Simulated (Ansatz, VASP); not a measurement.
InP in VASP and in Ansatz

```
In P
1.0
     0.00000    2.95091    2.95091
     2.95091    0.00000    2.95091
     2.95091    2.95091    0.00000
In P
1 1
Direct
  0.00000 0.00000 0.00000
  0.25000 0.25000 0.25000
```

Alike in both runs: functional HSE06; k mesh 6 × 6 × 6; no spin polarisation.

Ansatz relaxed the structure, and its values are those at the end. VASP's run is a single point on that final structure, the one shown.

|  | VASP | Ansatz |
| --- | --- | --- |
| version | VASP 6.6.1 | Ansatz 0.2.0 |
| potentials or method | VASP PAW PBE potentials, release 64 (In_d, P), cutoff 520 eV | scalar-relativistic, plane waves, PAW |
| occupations | gaussian, width 0.01 eV | fixed |
| valence electrons in the cell | 18 | 18 |

```csv
,VASP,Ansatz,Ansatz less VASP
gap on the k mesh at the Fermi level (eV),1.37,1.38,+0.004
least direct gap on the mesh (eV),1.37,1.38,+0.004
pressure (GPa),-0.2,0.0,+0.16
```
